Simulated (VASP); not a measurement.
Fe:

```
CELL_PARAMETERS angstrom
-1.43450 1.43450 1.43450
1.43450 -1.43450 1.43450
1.43450 1.43450 -1.43450
ATOMIC_POSITIONS crystal
Fe 0.00000 0.00000 0.00000
```

Base run:

| Quantity | Value |
| --- | --- |
| Program | VASP 6.6.1 |
| Functional | PBE |
| Potentials or basis | VASP PAW PBE potentials, release 64 (Fe) |
| Cutoff | 600 eV |
| k mesh | 14 × 14 × 14 |
| Occupations | gaussian, width 0.1 eV |
| Spin | collinear spin, ferromagnetic start |
| Starting moments | [3.05] μB |
| Fixed moment | 3.05 μB |

Its results: pressure 14.6 GPa; site moments Fe +3.00 μB.

**Question.** The run is repeated on the same cell with these changes: fixed moment from 3.05 μB to 0.51 μB; moments at the start from [3.05] to [0.51]. What comes out?

**Answer.** Pressure -23.0 GPa; site moments Fe +0.53 μB.

Caveats: the total moment is fixed, so each spin has its own Fermi level.
